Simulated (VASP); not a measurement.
Crystal: B.

```
B
1.0
     3.33335    0.00000    0.00000
    -1.66667    2.88676    0.00000
     0.00000    0.00000    2.04334
B
3
Direct
  0.00000 0.00000 0.00000
  0.33333 0.66667 0.50000
  0.66667 0.33333 0.50000
```

- Program: VASP 6.6.1
- Task: relaxation of cell and atoms
- Functional: LDA
- Potentials or basis: VASP PAW LDA potentials, release 64 (B)
- Cutoff: 600 eV
- k mesh: 11 × 11 × 15
- Occupations: fermi-dirac, width 0.1 eV
- Spin: no spin polarisation

At the start: pressure -20.4 GPa; volume 6.55 Å³/atom.

Question: How do energy, volume and symmetry change on relaxing?

Answer: Over 6 steps the energy falls by 43.7 meV/atom and the volume is 5.96 Å³/atom (-9.1 %); space group P6/mmm (No. 191, to 0.05 Å).

The path:
```csv
step,energy change (eV),largest force (eV/Å),pressure (GPa),volume (Å³)
1,0.0000,0.0000,-20.38,19.66
2,-0.1200,0.0000,6.84,17.38
3,-0.1291,0.0000,0.23,17.82
4,-0.1290,0.0000,-0.27,17.85
5,-0.1300,0.0000,-0.25,17.86
6,-0.1312,0.0000,-0.05,17.87
```

Final structure:
```
B
1.0
     3.20022    0.00000    0.00000
    -1.60011    2.77147    0.00000
     0.00000    0.00000    2.01509
B
3
Cartesian
  0.0000 0.0000 0.0000
  0.0000 1.8476 1.0075
  1.6001 0.9238 1.0075
```
